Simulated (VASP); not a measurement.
# P (Imma) in VASP: a series of runs

Runs on P. Level: LDA. Tasks: single point.

Everything below comes from runs of VASP 6.6.1. Logs are shortened: lines on timing, memory, paths and dates and some standing lists are left out, and cuts for length are marked.

**1. The cell of the first run**

The structure is orthorhombic, space group Imma (No. 74). The conventional cell has a = 3.429 Å, b = 5.099 Å, c = 3.618 Å, α = 90.00°, β = 90.00°, γ = 90.00°. P (site symmetry mm2) has 6 P at 2.23 to 2.79 Å within 2.9 Å.

**2. Single point, LDA**

Contents of INCAR:

```
SYSTEM = P
PREC     = Accurate       ! precision mode
ENCUT    = 520            ! plane-wave cutoff, eV
EDIFF    = 1E-6           ! SCF threshold, eV
ISMEAR   = 0              ! smearing method
SIGMA    = 0.15           ! smearing width, eV
LREAL    = .FALSE.        ! projectors in reciprocal space
LASPH    = .TRUE.         ! aspherical terms in the spheres
NELM     = 60             ! most SCF steps
ALGO     = Normal         ! electronic algorithm
ISIF     = 2              ! what is computed and relaxed
LWAVE    = .FALSE.        ! write WAVECAR
LCHARG   = .FALSE.        ! write CHGCAR
NBANDS   = 12             ! bands
```

Contents of KPOINTS:

```
Automatic mesh
0
G
  20 20 20
  0 0 0
```

Contents of POSCAR:

```
P
1.0
   -1.7146842933      2.5496236348      1.8090357972
    1.7146842933     -2.5496236348      1.8090357972
    1.7146842933      2.5496236348     -1.8090357972
P
2
Direct
    0.8033091100      0.0533091100      0.7500000000
    0.1966908900      0.9466908900      0.2500000000
```

Potentials or basis: VASP PAW LDA potentials, release 64 (P).

Run with:

```bash
$ cat potpaw_LDA.64/P/POTCAR > POTCAR
$ mpirun -np 1 vasp_std > vasp.out
```

OUTCAR:

```text
SYSTEM = P
   PREC = Accurate
   ENCUT = 520
   EDIFF = 1E-6
   ISMEAR = 0
   LREAL = .FALSE.
   LASPH = .TRUE.
   NELM = 60
   ISIF = 2

 ion  position               nearest neighbor table
   1  0.803  0.053  0.750-   2 2.23   2 2.23   2 2.58   2 2.58   2 2.79   2 2.79
   2  0.197  0.947  0.250-   1 2.23   1 2.23   1 2.58   1 2.58   1 2.79   1 2.79

  LATTYP: Found a body centered orthorhombic cell.
 ALAT       =     3.4293685866
 B/A-ratio  =     1.0550255836
 C/A-ratio  =     1.4869347347

  Lattice vectors:

 A1 = (   1.7146842933,  -2.5496236348,  -1.8090357972)
 A2 = (  -1.7146842933,  -2.5496236348,   1.8090357972)
 A3 = (  -1.7146842933,   2.5496236348,  -1.8090357972)

Analysis of symmetry for initial positions (statically):
=====================================================================
 Subroutine PRICEL returns:
 Original cell was already a primitive cell.

 Routine SETGRP: Setting up the symmetry group for a
 body centered orthorhombic supercell.

 Subroutine GETGRP returns: Found  8 space group operations
 (whereof  4 operations were pure point group operations)
 out of a pool of  8 trial point group operations.

The static configuration has the point symmetry C_2h.
 The point group associated with its full space group is D_2h.

Analysis of symmetry for dynamics (positions and initial velocities):
=====================================================================
 Subroutine PRICEL returns:
 Original cell was already a primitive cell.

 Routine SETGRP: Setting up the symmetry group for a
 body centered orthorhombic supercell.

 Subroutine GETGRP returns: Found  8 space group operations
 (whereof  4 operations were pure point group operations)
 out of a pool of  8 trial point group operations.

The dynamic configuration has the point symmetry C_2h.
 The point group associated with its full space group is D_2h.

 Subroutine INISYM returns: Found  8 space group operations
 (whereof  4 operations are pure point group operations),
 and found     1 'primitive' translations

----------------------------------------------------------------------------------------

                                     Primitive cell

  volume of cell :      31.6350

  direct lattice vectors                    reciprocal lattice vectors
    -1.714684293  2.549623635  1.809035797     0.000000000  0.196107376  0.276390329
     1.714684293 -2.549623635  1.809035797     0.291598869  0.000000000  0.276390329
     1.714684293  2.549623635 -1.809035797     0.291598869  0.196107376  0.000000000

  length of vectors
     3.565576169  3.565576169  3.565576169     0.338894847  0.401772964  0.351408598

  position of ions in fractional coordinates (direct lattice)
     0.803309110  0.053309110  0.750000000
     0.196690890  0.946690890  0.250000000

  ion indices of the primitive-cell ions
   primitive index   ion index
                 1           1
                 2           2

----------------------------------------------------------------------------------------

 KPOINTS: Automatic mesh

Automatic generation of k-mesh.
 Grid dimensions read from file:
 generate k-points for:   20   20   20

 Generating k-lattice:

  Cartesian coordinates                     Fractional coordinates (reciprocal lattice)
     0.000000000  0.009805369  0.013819516     0.050000000  0.000000000  0.000000000
     0.014579943  0.000000000  0.013819516     0.000000000  0.050000000  0.000000000
     0.014579943  0.009805369  0.000000000     0.000000000  0.000000000  0.050000000

  Length of vectors
     0.016944742  0.020088648  0.017570430

  Shift w.r.t. Gamma in fractional coordinates (k-lattice)
     0.000000000  0.000000000  0.000000000

 Subroutine IBZKPT returns following result:
 ===========================================

 Found   1166 irreducible k-points:

 Following reciprocal coordinates:
            Coordinates               Weight
  0.000000  0.000000  0.000000      1.000000
  0.050000  0.000000  0.000000      4.000000
  0.100000 -0.000000  0.000000      4.000000
  0.150000 -0.000000  0.000000      4.000000
  0.200000 -0.000000  0.000000      4.000000
  0.250000 -0.000000  0.000000      4.000000
[... 16 lines left out ...]
 -0.450000  0.050000 -0.000000      8.000000
 -0.400000  0.050000 -0.000000      8.000000
 [... further k-points ...]
   k-points           NKPTS =   1166   k-points in BZ     NKDIM =   1166   number of bands    NBANDS=     12
   number of dos      NEDOS =    301   number of ions     NIONS =      2
   total plane-waves  NPLWV =  21952
   dimension x,y,z NGX =    28 NGY =   28 NGZ =   28
   dimension x,y,z NGXF=    56 NGYF=   56 NGZF=   56
   ions per type =               2
   NGX,Y,Z   is equivalent  to a cutoff of  13.06, 13.06, 13.06 a.u.
   NGXF,Y,Z  is equivalent  to a cutoff of  26.11, 26.11, 26.11 a.u.
 SYSTEM =  P
   PREC   = accura    normal or accurate (medium, high low for compatibility)
   ISTART =      0    job   : 0-new  1-cont  2-samecut
   ICHARG =      2    charge: 1-file 2-atom 10-const
   ISPIN  =      1    spin polarized calculation?
   LNONCOLLINEAR =      F non collinear calculations
   LSORBIT =      F    spin-orbit coupling
   LASPH  =      T    aspherical Exc in radial PAW
   ENCUT  =  520.0 eV  38.22 Ry    6.18 a.u.   6.63  6.63  6.63*2*pi/ulx,y,z
   NELM   =     60;   NELMIN=  2; NELMDL= -5     # of ELM steps
   EDIFF  = 0.1E-05   stopping-criterion for ELM
   LREAL  =      F    real-space projection
[... 7 lines left out ...]
   TEBEG  =    0.0;   TEEND  =   0.0 temperature during run
   PSTRESS=    0.0 pullay stress
   NELECT =      10.0000    total number of electrons
   NUPDOWN=      -1.0000    fix difference up-down
   EMIN   =  10.00;   EMAX   =-10.00  energy-range for DOS
   EFERMI =   0.00;   METHOD = LEGACY
   ISMEAR =     0;   SIGMA  =   0.15  broadening in eV -4-tet -1-fermi 0-gaus
   EFERMI_NEDOS =   21; number of points for ismear=-14 and -15
   IALGO  =     38    algorithm
   IMIX   =      4    mixing-type and parameters
     AMIX     =   0.40;   BMIX     =  1.00
     AMIX_MAG =   1.60;   BMIX_MAG =  1.00
  volume/ion in A,a.u.               =      15.82       106.74
  Fermi-wavevector in a.u.,A,eV,Ry     =   1.115199  2.107421 16.921141  1.243669
  Thomas-Fermi vector in A             =   2.251801
   LORBIT       =      0    0 simple, 1 ext, 2 COOP (PROOUT), +10 PAW based schemes
   GGA     = CA    functional components
   LHFCALC =     F    Hartree Fock is set to
   AEXX    =    0.0000 exact exchange contribution
   IVDW    =     0    specifies the selected vdW correction
   LEPSILON=     F    determine dielectric tensor
   LRPA    =     F    only Hartree local field effects (RPA)
 non-spin polarized calculation
 Gauss-broadening in eV      SIGMA  =   0.15
  energy-cutoff  :      520.00
  volume of cell :       31.63
 maximum number of plane-waves:       871
   NGX = 13   NGY = 13   NGZ = 13

 number of electron      10.0000000 magnetization

 number of electron       9.9999999 magnetization

 Free energy of the ion-electron system (eV)
  ---------------------------------------------------
  ext. energy  EPLUGINS =         0.00000000
  ---------------------------------------------------
  free energy    TOTEN  =       -12.08041493 eV

  energy without entropy =      -12.07804827  energy(sigma->0) =      -12.07923160

 E-fermi :   8.8048     XC(G=0): -10.9943

 val. band max:        8.7877683185   @ k =   0.4000   0.3500   0.1000
 cond. band min:       8.8197712655   @ k =   0.2500   0.2500   0.2500
 fundamental gap:      0.0320029471
 Fermi energy:         8.8048496405

 k-point     1 :       0.0000    0.0000    0.0000
  band No.  band energies     occupation
      1      -7.4467      2.00000
      2       5.6903      2.00000
      3       5.9681      2.00000
      4       5.9937      2.00000
      5       7.0184      2.00000
      6      10.3669      0.00000
      7      11.0591      0.00000
      8      13.3611      0.00000
      9      13.7957      0.00000
     10      15.1936      0.00000
     11      15.5799      0.00000
     12      15.8687      0.00000

 k-point     2 :       0.0500    0.0000    0.0000
  band No.  band energies     occupation
      1      -7.4105      2.00000
      2       5.1284      2.00000
      3       5.6814      2.00000
      4       6.5321      2.00000
      5       7.1820      2.00000
      6      10.4115      0.00000
      7      11.0351      0.00000
      8      13.1299      0.00000
      9      13.8656      0.00000
     10      14.7242      0.00000
     11      15.6537      0.00000
     12      16.3466      0.00000

 k-point     3 :       0.1000   -0.0000    0.0000
  band No.  band energies     occupation
      1      -7.3023      2.00000
      2       4.1696      2.00000
      3       5.6567      2.00000
      4       6.6460      2.00000
      5       7.6167      2.00000
      6      10.5022      0.00000
      7      10.9725      0.00000
      8      12.5986      0.00000
      9      14.0916      0.00000
     10      14.3279      0.00000
     11      15.4784      0.00000
     12      17.2652      0.00000

 k-point     4 :       0.1500   -0.0000    0.0000
  band No.  band energies     occupation
      1      -7.1232      2.00000
      2       3.1723      2.00000
      3       5.6215      2.00000
      4       6.6286      2.00000
      5       7.9747      2.00000
      6      10.4434      0.00000
      7      10.9826      0.00000
      8      11.9855      0.00000
      9      14.2594      0.00000
     10      14.4671      0.00000
     11      15.3262      0.00000
     12      18.2875      0.00000

 k-point     5 :       0.2000   -0.0000    0.0000
  band No.  band energies     occupation
      1      -6.8755      2.00000
      2       2.1735      2.00000
      3       5.5826      2.00000
      4       6.5975      2.00000
      5       8.1682      2.00000
      6      10.1463      0.00000
      7      11.0827      0.00000
      8      11.3883      0.00000
      9      14.5364      0.00000
     10      14.9795      0.00000
     11      15.3244      0.00000
     12      19.3903      0.00000
[... 228 lines left out ...]
      1      -4.8341      2.00000
      2      -2.0397      2.00000
      3       5.1896      2.00000
      4       6.6087      2.00000
      5       7.5894      2.00000
      6       9.2651      0.00001
      7       9.4063      0.00000
      8      11.0782      0.00000
      9      17.7539      0.00000
     10      18.8565      0.00000
     11      19.6680      0.00000
     12      20.8180      0.00000

 k-point    22 :       0.5000    0.0500    0.0000
  band No.  band energies     occupation
      1      -4.8870      2.00000
      2      -1.9635      2.00000
      3       5.1502      2.00000
      4       6.8390      2.00000
      5       7.3920      2.00000
      6       9.2671      0.00001
      7       9.4153      0.00000
      8      11.1069      0.00000
      9      17.7151      0.00000
     10      18.3643      0.00000
     11      19.8838      0.00000
     12      20.7642      0.00000

 k-point    23 :      -0.4500    0.0500   -0.0000
  band No.  band energies     occupation
      1      -5.1955      2.00000
      2      -1.5033      2.00000
      3       5.1186      2.00000
      4       7.1099      2.00000
      5       7.2310      2.00000
      6       9.3290      0.00000
      7       9.4992      0.00000
      8      11.1985      0.00000
      9      17.1181      0.00000
     10      17.5200      0.00000
     11      19.2836      0.00000
     12      21.4784      0.00000

 k-point    24 :      -0.4000    0.0500   -0.0000
  band No.  band energies     occupation
      1      -5.6065      2.00000
      2      -0.8136      2.00000
      3       5.1017      2.00000
      4       7.0886      2.00000
      5       7.4227      2.00000
      6       9.3982      0.00000
      7       9.7137      0.00000
      8      11.3268      0.00000
      9      16.4026      0.00000
     10      16.6488      0.00000
     11      18.3950      0.00000
     12      22.2730      0.00000

 [... further k-points ...]

------------------------ aborting loop because EDIFF is reached ----------------------------------------

  FORCE on cell =-STRESS in cart. coord.  units (eV):
  Direction    XX          YY          ZZ          XY          YZ          ZX
  --------------------------------------------------------------------------------------
  -------------------------------------------------------------------------------------
  Total       -0.5527547     -1.3712417      0.3168741      0.0000000      0.0000000      0.0000000
  in kB      -27.9946863    -69.4475908     16.0483335      0.0000000      0.0000000      0.0000000
  external PRESSURE =     -27.1313145 kB  Pullay stress =       0.0000000 kB

 VOLUME and BASIS-vectors are now :
 -----------------------------------------------------------------------------
  energy-cutoff  :      520.00
  volume of cell :       31.63
      direct lattice vectors                 reciprocal lattice vectors
    -1.714684293  2.549623635  1.809035797     0.000000000  0.196107376  0.276390329
     1.714684293 -2.549623635  1.809035797     0.291598869  0.000000000  0.276390329
     1.714684293  2.549623635 -1.809035797     0.291598869  0.196107376  0.000000000

 POSITION                                       TOTAL-FORCE (eV/Angst)
 -----------------------------------------------------------------------------------
      0.00000      3.82444      0.19288        -0.000000     -0.000000     -0.492606
      1.71468     -1.27481      1.61616         0.000000      0.000000      0.492606
 -----------------------------------------------------------------------------------
    total drift:                                0.000000     -0.000000     -0.000000

  FREE ENERGIE OF THE ION-ELECTRON SYSTEM (eV)
  ---------------------------------------------------
  free  energy   TOTEN  =       -12.0804149312 eV

  energy  without entropy=      -12.0780482739  energy(sigma->0) =      -12.07923160
```

Run time: 7.4 min. Hardware: 1 thread of Intel Xeon 8259CL, shared host; peak memory 0.41 GiB.

What came out:

```yaml
Free_energy: -12.0804 eV
Pressure: -2.7 GPa
Largest_force: 0.493 eV/Å
Band_gap_on_the_k_mesh: zero (bands 5 and 6 overlap by 1.32 eV)
```

Forces on the atoms (eV/Å):
```
P    0.000  0.000 -0.493
P    0.000  0.000  0.493
```

[end of part 1 of 2]
